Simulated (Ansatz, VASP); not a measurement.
# SnO in VASP and in Ansatz

Contents of INCAR:

```
PREC     = Accurate       # precision mode
ENCUT    = 520            # plane-wave cutoff, eV
EDIFF    = 1E-6           # SCF threshold, eV
ISMEAR   = 0              # smearing method
SIGMA    = 0.05           # smearing width, eV
LREAL    = F              # projectors in reciprocal space
LASPH    = T              # aspherical terms in the spheres
NELM     = 100            # most SCF steps
ALGO     = Normal         # electronic algorithm
ISIF     = 2              # what is computed and relaxed
LWAVE    = F              # write WAVECAR
LCHARG   = F              # write CHGCAR
LDIPOL   = T            
IDIPOL   = 3            
DIPOL    = 0.5 0.5 0.394
GGA      = PE             # functional
IVDW     = 12             # dispersion correction
NBANDS   = 50             # bands
```

File KPOINTS:

```
Automatic mesh
0
Gamma
  7 7 1
```

POSCAR

```
SnO
1.0
    3.8201526160      0.0002954389      0.0000000000
   -0.0003145156      3.8201526145      0.0000000000
    0.0000000000      0.0000000000     22.2260756252
Sn O
4 4
Direct
    0.9999453016      0.9999453016      0.2024648920
    0.4999453016      0.4999453016      0.3087831576
    0.4999453016      0.8749453016      0.4797535108
   -0.0000546984      0.3749453016      0.5860717765
    0.9999461184      0.4999461184      0.2556240248
    0.4999461184      0.9999461184      0.2556240248
    0.4999461184      0.3749461184      0.5329126436
   -0.0000538816      0.8749461184      0.5329126436
```

Input for Ansatz:

```yaml
crystal:
  lattice:
    - [3.8201528543, 0.0002954551, 0.0]
    - [-0.0003145191, 3.8201528528, 0.0]
    - [0.0, 0.0, 22.226074346]
  atoms:
    - { symbol: Sn, position: [0.9999452911, 0.9999452911, 0.2024649036] }
    - { symbol: O, position: [0.9999461074, 0.4999461074, 0.2556240251] }
    - { symbol: O, position: [0.4999461074, 0.9999461074, 0.2556240251] }
    - { symbol: Sn, position: [0.4999452911, 0.4999452911, 0.3087831466] }
    - { symbol: Sn, position: [0.4999452911, 0.8749452911, 0.4797535096] }
    - { symbol: O, position: [0.4999461074, 0.3749461074, 0.5329126311] }
    - { symbol: O, position: [-5.38926e-05, 0.8749461074, 0.5329126311] }
    - { symbol: Sn, position: [-5.47089e-05, 0.3749452911, 0.5860717526] }
basis:
  ecutwfc: 420
kpoints:
  mp_grid: { grid: [7, 7, 1] }
hamiltonian:
  xc: pbe
  pseudopotentials: { kind: paw, azcp: { folder: soft_1 } }
  dispersion: d3bj
scf:
  occupations: { method: gaussian, width: 0.05 }
output:
  forces: true
  eigenvalues: true
efield:
  axis: 3
  dipole_correction: true
  ramp_width: 0.04
```

Alike in both runs: task single point; functional PBE; dispersion D3(BJ); k mesh 7 × 7 × 1; occupations gaussian, width 0.05 eV; no spin polarisation.

|  | VASP | Ansatz |
| --- | --- | --- |
| version | VASP 6.6.1 | Ansatz 0.2.0 |
| potentials or method | VASP PAW PBE potentials, release 64 (Sn_d, O), cutoff 520 eV | scalar-relativistic, plane waves, PAW |
| valence electrons in the cell | 80 | 80 |

```csv
,VASP,Ansatz,Ansatz less VASP
gap on the k mesh at the Fermi level (eV),2.12,2.13,+0.008
least direct gap on the mesh (eV),2.32,2.33,+0.010
rms of the force components (eV/Å),0.033,0.025,-0.0085
```

Ansatz's warnings: structure snapped to symmetry.
